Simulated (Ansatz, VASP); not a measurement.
W in VASP and in Ansatz

Contents of INCAR:

```
SYSTEM = W
  PREC = Accurate
  ENCUT = 520
  EDIFF = 1E-6
  ISMEAR = 0
  SIGMA = 0.15
  LREAL = .False.
  LASPH = .True.
  NELM = 100
  ALGO = Fast
  ISIF = 2
  LWAVE = .False.
  LCHARG = .True.
  GGA = PS
  LELF = .True.
  LVHAR = .True.
  NBANDS = 13
```

The input KPOINTS:

```
Automatic mesh
0
Gamma
  26 26 26
  0 0 0
```

Contents of POSCAR:

```
W
1.0
    0.0000000000      2.0289807034      1.9989957669
    2.0289807034      0.0000000000      1.9989957669
    2.0289807034      2.0289807034      0.0000000000
W
1
Direct
    0.0000000000      0.0000000000      0.0000000000
```

Input for Ansatz:

```yaml
crystal:
  lattice:
    - [0.0, 2.0289807034, 1.9989957669]
    - [2.0289807034, 0.0, 1.9989957669]
    - [2.0289807034, 2.0289807034, 0.0]
  atoms:
    - { symbol: W, position: [0.0, 0.0, 0.0] }
basis:
  ecutwfc: 420
kpoints:
  mp_grid: { grid: [26, 26, 26] }
hamiltonian:
  xc: pbesol
scf:
  occupations: { method: gaussian, width: 0.15 }
output:
  forces: true
  stress: true
  eigenvalues: true
```

Change from the starting cell: strain +0.015 along x and y, +0.000 along z, atoms carried along.

Alike in both runs: task single point; functional PBEsol; k mesh 26 × 26 × 26; occupations gaussian, width 0.15 eV; no spin polarisation.

|  | VASP | Ansatz |
| --- | --- | --- |
| version | VASP 6.6.1 | Ansatz 0.2.0 |
| potentials or method | VASP PAW PBE potentials, release 64 (W_sv), cutoff 520 eV | scalar-relativistic, plane waves, PAW |
| valence electrons in the cell | 14 | 14 |

VASP gave:

```
gap on the k mesh at the Fermi level (eV)                     : none
pressure (GPa)                                                : -7.9
traceless stress, the component that is largest in VASP (GPa) : -3.30
```

Question: Which values does Ansatz return?

Answer: gap on the k mesh at the Fermi level (eV): none; pressure (GPa): -8.5; traceless stress, the component that is largest in VASP (GPa): -3.26.

VASP's potentials were made for PBE, not for PBEsol. A gap of «none» marks a metal or a gap that the smearing closes.

Neither program's run includes spin-orbit coupling.
